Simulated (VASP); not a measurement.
# Ba2SnF6 (Fm-3m) in VASP: notebook

The runs below take Ba2SnF6 through single point, with PBE.

All numbers are computed with VASP 6.6.1; they aren't measurements. Logs are shortened: lines on timing, memory, paths and dates and some standing lists are left out, and cuts for length are marked.

### Step 1. The cell of the first run

It takes space group Fm-3m (No. 225, cubic). The conventional cell has a = 8.509 Å, b = 8.509 Å, c = 8.509 Å, α = 90.00°, β = 90.00°, γ = 90.00°. Ba (site symmetry -43m) has 12 F at 3.01 Å and 4 Sn at 3.68 Å within 4.0 Å. Sn (site symmetry m-3m) has 6 F at 2.00 Å within 2.6 Å. Within 2.6 Å of F (site symmetry 4mm) lie 1 Sn at 2.00 Å.

### Step 2. Single point, PBE

Input file INCAR:

```
SYSTEM = Ba2SnF6
ALGO     = Normal         ! electronic algorithm
EDIFF    = 1E-6           ! SCF threshold, eV
ENCUT    = 520            ! plane-wave cutoff, eV
GGA      = PE             ! functional
ISIF     = 2              ! what is computed and relaxed
ISMEAR   = 0              ! smearing method
LASPH    = .True.         ! aspherical terms in the spheres
LCHARG   = .True.         ! write CHGCAR
LELF     = .True.         ! ELF
LREAL    = .False.        ! projectors in reciprocal space
LVHAR    = .True.       
LWAVE    = .False.        ! write WAVECAR
NBANDS   = 48             ! bands
NELM     = 100            ! most SCF steps
PREC     = Accurate       ! precision mode
SIGMA    = 0.1            ! smearing width, eV
```

Input file KPOINTS:

```
k-points
0
Gamma
  4 4 4
  0 0 0
```

Input file POSCAR:

```
Ba2SnF6
1.0
    0.0000000000      4.2543389100      4.2543389100
    4.2543389100      0.0000000000      4.2543389100
    4.2543389100      4.2543389100      0.0000000000
Ba Sn F
2 1 6
Direct
    0.2500000000      0.2500000000      0.2500000000
    0.7500000000      0.7500000000      0.7500000000
    0.0000000000      0.0000000000      0.0000000000
    0.7650000000      0.2350000000      0.2350000000
    0.2350000000      0.7650000000      0.2350000000
    0.2350000000      0.7650000000      0.7650000000
    0.7650000000      0.2350000000      0.7650000000
    0.2350000000      0.2350000000      0.7650000000
    0.7650000000      0.7650000000      0.2350000000
```

Potentials or basis: VASP PAW PBE potentials, release 64 (Ba_sv, Sn_d, F).

On the command line:

```sh
cat potpaw_PBE.64/Ba_sv/POTCAR potpaw_PBE.64/Sn_d/POTCAR potpaw_PBE.64/F/POTCAR > POTCAR
mpirun -np 1 vasp_std > vasp.out
```

OUTCAR:

```text
SYSTEM = Ba2SnF6
   EDIFF = 1E-6
   ENCUT = 520
   GGA = PE
   ISIF = 2
   ISMEAR = 0
   LASPH = .True.
   LREAL = .False.
   NELM = 100
   PREC = Accurate

 ion  position               nearest neighbor table
   1  0.250  0.250  0.250-   9 3.01   9 3.01   8 3.01   8 3.01   6 3.01   7 3.01   6 3.01   7 3.01
                             4 3.01   4 3.01   5 3.01   5 3.01   3 3.68   3 3.68   3 3.68   3 3.68
   2  0.750  0.750  0.750-   9 3.01   9 3.01   8 3.01   8 3.01   5 3.01   7 3.01   4 3.01   7 3.01
                             6 3.01   5 3.01   6 3.01   4 3.01   3 3.68   3 3.68   3 3.68   3 3.68
   3  0.000  0.000  0.000-   4 2.00   5 2.00   6 2.00   7 2.00   8 2.00   9 2.00   2 3.68   2 3.68
                             2 3.68   1 3.68   1 3.68   1 3.68   2 3.68   1 3.68
   4  0.765  0.235  0.235-   3 2.00   2 3.01   1 3.01   2 3.01   1 3.01
   5  0.235  0.765  0.235-   3 2.00   2 3.01   1 3.01   2 3.01   1 3.01
   6  0.235  0.765  0.765-   3 2.00   2 3.01   2 3.01   1 3.01   1 3.01
   7  0.765  0.235  0.765-   3 2.00   2 3.01   2 3.01   1 3.01   1 3.01
   8  0.235  0.235  0.765-   3 2.00   2 3.01   1 3.01   2 3.01   1 3.01
   9  0.765  0.765  0.235-   3 2.00   2 3.01   2 3.01   1 3.01   1 3.01

  LATTYP: Found a face centered cubic cell.
 ALAT       =     8.5086778200

  Lattice vectors:

 A1 = (   0.0000000000,   4.2543389100,   4.2543389100)
 A2 = (   4.2543389100,   0.0000000000,   4.2543389100)
 A3 = (   4.2543389100,   4.2543389100,   0.0000000000)

Analysis of symmetry for initial positions (statically):
=====================================================================
 Subroutine PRICEL returns:
 Original cell was already a primitive cell.

 Routine SETGRP: Setting up the symmetry group for a
 face centered cubic supercell.

 Subroutine GETGRP returns: Found 48 space group operations
 (whereof 48 operations were pure point group operations)
 out of a pool of 48 trial point group operations.

The static configuration has the point symmetry O_h .

Analysis of symmetry for dynamics (positions and initial velocities):
=====================================================================
 Subroutine PRICEL returns:
 Original cell was already a primitive cell.

 Routine SETGRP: Setting up the symmetry group for a
 face centered cubic supercell.

 Subroutine GETGRP returns: Found 48 space group operations
 (whereof 48 operations were pure point group operations)
 out of a pool of 48 trial point group operations.

The dynamic configuration has the point symmetry O_h .

 Subroutine INISYM returns: Found 48 space group operations
 (whereof 48 operations are pure point group operations),
 and found     1 'primitive' translations

----------------------------------------------------------------------------------------

                                     Primitive cell

  volume of cell :     154.0020

  direct lattice vectors                    reciprocal lattice vectors
     0.000000000  4.254338910  4.254338910    -0.117527073  0.117527073  0.117527073
     4.254338910  0.000000000  4.254338910     0.117527073 -0.117527073  0.117527073
     4.254338910  4.254338910  0.000000000     0.117527073  0.117527073 -0.117527073

  length of vectors
     6.016543785  6.016543785  6.016543785     0.203562862  0.203562862  0.203562862

  position of ions in fractional coordinates (direct lattice)
     0.250000000  0.250000000  0.250000000
     0.750000000  0.750000000  0.750000000
     0.000000000  0.000000000  0.000000000
     0.765000000  0.235000000  0.235000000
     0.235000000  0.765000000  0.235000000
     0.235000000  0.765000000  0.765000000
     0.765000000  0.235000000  0.765000000
     0.235000000  0.235000000  0.765000000
     0.765000000  0.765000000  0.235000000

  ion indices of the primitive-cell ions
   primitive index   ion index
                 1           1
                 2           2
                 3           3
                 4           4
                 5           5
                 6           6
                 7           7
                 8           8
                 9           9

----------------------------------------------------------------------------------------

 KPOINTS: k-points

Automatic generation of k-mesh.
 Grid dimensions read from file:
 generate k-points for:    4    4    4

 Generating k-lattice:

  Cartesian coordinates                     Fractional coordinates (reciprocal lattice)
    -0.029381768  0.029381768  0.029381768     0.250000000  0.000000000  0.000000000
     0.029381768 -0.029381768  0.029381768     0.000000000  0.250000000  0.000000000
     0.029381768  0.029381768 -0.029381768     0.000000000  0.000000000  0.250000000

  Length of vectors
     0.050890715  0.050890715  0.050890715

  Shift w.r.t. Gamma in fractional coordinates (k-lattice)
     0.000000000  0.000000000  0.000000000

 Subroutine IBZKPT returns following result:
 ===========================================

 Found      8 irreducible k-points:

 Following reciprocal coordinates:
            Coordinates               Weight
  0.000000  0.000000  0.000000      1.000000
  0.250000  0.000000  0.000000      8.000000
  0.500000  0.000000  0.000000      4.000000
  0.250000  0.250000  0.000000      6.000000
  0.500000  0.250000  0.000000     24.000000
 -0.250000  0.250000  0.000000     12.000000
  0.500000  0.500000  0.000000      3.000000
 -0.250000  0.500000  0.250000      6.000000
   k-points           NKPTS =      8   k-points in BZ     NKDIM =      8   number of bands    NBANDS=     48
   number of dos      NEDOS =    301   number of ions     NIONS =      9
   total plane-waves  NPLWV = 110592
   dimension x,y,z NGX =    48 NGY =   48 NGZ =   48
   dimension x,y,z NGXF=    96 NGYF=   96 NGZF=   96
   ions per type =               2   1   6
   NGX,Y,Z   is equivalent  to a cutoff of  13.26, 13.26, 13.26 a.u.
   NGXF,Y,Z  is equivalent  to a cutoff of  26.53, 26.53, 26.53 a.u.
 SYSTEM =  Ba2SnF6
   PREC   = accura    normal or accurate (medium, high low for compatibility)
   ISTART =      0    job   : 0-new  1-cont  2-samecut
   ICHARG =      2    charge: 1-file 2-atom 10-const
   ISPIN  =      1    spin polarized calculation?
   LNONCOLLINEAR =      F non collinear calculations
   LSORBIT =      F    spin-orbit coupling
   LASPH  =      T    aspherical Exc in radial PAW
   ENCUT  =  520.0 eV  38.22 Ry    6.18 a.u.  11.19 11.19 11.19*2*pi/ulx,y,z
   NELM   =    100;   NELMIN=  2; NELMDL= -5     # of ELM steps
   EDIFF  = 0.1E-05   stopping-criterion for ELM
   LREAL  =      F    real-space projection
   EDIFFG = 0.1E-04   stopping-criterion for IOM
   NSW    =      0    number of steps for IOM
   IBRION =     -1    ionic relax: 0-MD 1-quasi-New 2-CG
   NFREE  =      0    steps in history (QN), initial steepest desc. (CG)
   ISIF   =      2    stress and relaxation
   ISYM   =      2    0-nonsym 1-usesym 2-fastsym
   POTIM  = 0.5000    time-step for ionic-motion
   TEBEG  =    0.0;   TEEND  =   0.0 temperature during run
   PSTRESS=    0.0 pullay stress
   NELECT =      76.0000    total number of electrons
   NUPDOWN=      -1.0000    fix difference up-down
   EMIN   =  10.00;   EMAX   =-10.00  energy-range for DOS
   EFERMI =   0.00;   METHOD = LEGACY
   ISMEAR =     0;   SIGMA  =   0.10  broadening in eV -4-tet -1-fermi 0-gaus
   EFERMI_NEDOS =   21; number of points for ismear=-14 and -15
   IALGO  =     38    algorithm
   IMIX   =      4    mixing-type and parameters
     AMIX     =   0.40;   BMIX     =  1.00
     AMIX_MAG =   1.60;   BMIX_MAG =  1.00
  volume/ion in A,a.u.               =      17.11       115.47
  Fermi-wavevector in a.u.,A,eV,Ry     =   1.293711  2.444759 22.771911  1.673688
  Thomas-Fermi vector in A             =   2.425339
   LORBIT       =      0    0 simple, 1 ext, 2 COOP (PROOUT), +10 PAW based schemes
   GGA     = PE    functional components
   LHFCALC =     F    Hartree Fock is set to
   AEXX    =    0.0000 exact exchange contribution
   IVDW    =     0    specifies the selected vdW correction
   LEPSILON=     F    determine dielectric tensor
   LRPA    =     F    only Hartree local field effects (RPA)
 non-spin polarized calculation
 Gauss-broadening in eV      SIGMA  =   0.10
  energy-cutoff  :      520.00
  volume of cell :      154.00
 maximum number of plane-waves:      4184
 NGX is ok and might be reduce to    48
   NGX = 23   NGY = 23   NGZ = 23

 number of electron      76.0000017 magnetization

 Free energy of the ion-electron system (eV)
  ---------------------------------------------------
  ext. energy  EPLUGINS =         0.00000000
  ---------------------------------------------------
  free energy    TOTEN  =       -42.11597458 eV

  energy without entropy =      -42.10376761  energy(sigma->0) =      -42.10987110

 E-fermi :   6.1900     XC(G=0):  -9.5003

 val. band max:        6.1726924313   @ k =  -0.2500   0.5000   0.2500
 cond. band min:       6.2829320900   @ k =   0.2500   0.2500   0.0000
 fundamental gap:      0.1102396586
 Fermi energy:         6.1900160459

 k-point     1 :       0.0000    0.0000    0.0000
  band No.  band energies     occupation
      1     -24.4874      2.00000
      2     -24.3565      2.00000
      3     -20.8421      2.00000
      4     -20.8032      2.00000
      5     -20.8032      2.00000
      6     -20.4164      2.00000
[... 40 lines left out ...]
     47       8.8318      0.00000
     48      10.0276      0.00000

 k-point     2 :       0.2500    0.0000    0.0000
  band No.  band energies     occupation
      1     -24.4618      2.00000
      2     -24.3694      2.00000
      3     -20.8557      2.00000
      4     -20.8158      2.00000
      5     -20.8158      2.00000
      6     -20.4450      2.00000
[... 298 lines left out ...]
 k-point     8 :      -0.2500    0.5000    0.2500
  band No.  band energies     occupation
      1     -24.4043      2.00000
      2     -24.4043      2.00000
      3     -20.8844      2.00000
      4     -20.8610      2.00000
      5     -20.8122      2.00000
      6     -20.4274      2.00000
[... 40 lines left out ...]
     47       8.9188      0.00000
     48       8.9784      0.00000

------------------------ aborting loop because EDIFF is reached ----------------------------------------

  FORCE on cell =-STRESS in cart. coord.  units (eV):
  Direction    XX          YY          ZZ          XY          YZ          ZX
  --------------------------------------------------------------------------------------
  -------------------------------------------------------------------------------------
  Total       17.7268178     17.7268178     17.7268178      0.0000000      0.0000000      0.0000000
  in kB      184.4230140    184.4230140    184.4230140      0.0000000      0.0000000      0.0000000
  external PRESSURE =     184.4230140 kB  Pullay stress =       0.0000000 kB

 VOLUME and BASIS-vectors are now :
 -----------------------------------------------------------------------------
  energy-cutoff  :      520.00
  volume of cell :      154.00
      direct lattice vectors                 reciprocal lattice vectors
     0.000000000  4.254338910  4.254338910    -0.117527073  0.117527073  0.117527073
     4.254338910  0.000000000  4.254338910     0.117527073 -0.117527073  0.117527073
     4.254338910  4.254338910  0.000000000     0.117527073  0.117527073 -0.117527073

 POSITION                                       TOTAL-FORCE (eV/Angst)
 -----------------------------------------------------------------------------------
      2.12717      2.12717      2.12717        -0.000000     -0.000000     -0.000000
      6.38151      6.38151      6.38151        -0.000000      0.000000     -0.000000
      0.00000      0.00000      0.00000         0.000000     -0.000000     -0.000000
      1.99954      4.25434      4.25434         3.933135     -0.000000      0.000000
      4.25434      1.99954      4.25434         0.000000      3.933135      0.000000
      6.50914      4.25434      4.25434        -3.933135     -0.000000      0.000000
      4.25434      6.50914      4.25434         0.000000     -3.933135      0.000000
      4.25434      4.25434      1.99954         0.000000     -0.000000      3.933135
      4.25434      4.25434      6.50914         0.000000     -0.000000     -3.933135
 -----------------------------------------------------------------------------------
    total drift:                               -0.000000     -0.000000     -0.000000

  FREE ENERGIE OF THE ION-ELECTRON SYSTEM (eV)
  ---------------------------------------------------
  free  energy   TOTEN  =       -42.1159745831 eV

  energy  without entropy=      -42.1037676098  energy(sigma->0) =      -42.10987110
```

Wall time 46 s (1 thread of Intel Xeon 6975P-C (Granite Rapids), shared host); peak memory 0.34 GiB.

What came out:

| Item | Value |
| --- | --- |
| Free energy | -42.1160 eV |
| Pressure | 18.4 GPa |
| Largest force | 3.933 eV/Å |
| Band gap on the k mesh | zero (band 38 reaches 6.17 eV, above the bottom of band 39 at 5.79 eV) |

Forces on the atoms (eV/Å):
```
Ba   0.000  0.000  0.000
Ba   0.000  0.000  0.000
Sn   0.000  0.000  0.000
F    3.933  0.000  0.000
F    0.000  3.933  0.000
F   -3.933  0.000  0.000
F    0.000 -3.933  0.000
F    0.000  0.000  3.933
F    0.000  0.000 -3.933
```

Caveat: spin-orbit coupling is left out, which moves the levels of the heavy elements; forces of over 1 eV/Å act on the atoms, so gaps and moduli don't describe the material at rest.

### Step 3. Single point, PBE

This run uses another cell than the first one, of 18.33 Å³/atom, 1.071 times its volume.

Input file INCAR:

```
PREC = Accurate
ENCUT = 520
EDIFF = 1E-6
ISMEAR = 0
SIGMA = 0.02
LREAL = False
LASPH = True
NELM = 100
ALGO = Normal
ISIF = 2
LWAVE = False
LCHARG = False
GGA = PE
NBANDS = 48
ISYM = 0
```

Input file KPOINTS:

```
Automatic mesh
0
Gamma
  6 6 6
  0.5 0.5 0.5
```

Input file POSCAR:

```
Ba2SnF6
1.0
    0.0000000000      4.3533251520      4.3533251520
    4.3533251520      0.0000000000      4.3533251520
    4.3533251520      4.3533251520      0.0000000000
Ba Sn F
2 1 6
Direct
    0.2500000000      0.2500000000      0.2500000000
    0.7500000000      0.7500000000      0.7500000000
    0.0000000000      0.0000000000      0.0000000000
    0.7384737750      0.2615262250      0.2615262250
    0.2615262250      0.7384737750      0.2615262250
    0.2615262250      0.7384737750      0.7384737750
    0.7384737750      0.2615262250      0.7384737750
    0.2615262250      0.2615262250      0.7384737750
    0.7384737750      0.7384737750      0.2615262250
```

Potentials or basis: VASP PAW PBE potentials, release 64 (Ba_sv, Sn_d, F).

On the command line:

```sh
cat potpaw_PBE.64/Ba_sv/POTCAR potpaw_PBE.64/Sn_d/POTCAR potpaw_PBE.64/F/POTCAR > POTCAR
mpirun -np 1 vasp_std > vasp.out
```

It took 40 min on 1 thread of Intel Xeon 6975P-C (Granite Rapids), shared host; peak memory 2.4 GiB.

It converged, with:

```yaml
Free_energy: -45.3288 eV
Pressure: 0.2 GPa
Largest_force: 0.007 eV/Å
Band_gap_on_the_k_mesh: 2.35 eV, indirect (least direct gap 2.94 eV)
```

Forces on the atoms (eV/Å):
```
Ba   0.000  0.000  0.000
Ba   0.000  0.000  0.000
Sn   0.000  0.000  0.000
F    0.007  0.000  0.000
F    0.000  0.007  0.000
F   -0.007  0.000  0.000
F    0.000 -0.007  0.000
F    0.000  0.000  0.007
F    0.000  0.000 -0.007
```

Levels at points of the mesh, in eV from the valence-band top:
```csv
k point,band 35,band 36,band 37,band 38,band 39,band 40,band 41,band 42
"(0.08, 0.08, 0.08)",-3.80,-3.74,-3.74,-0.89,2.35,2.35,2.50,2.53
```

Caveat: spin-orbit coupling is left out, which moves the levels of the heavy elements. PBE gaps usually lie below the measured ones, often by a third to a half.
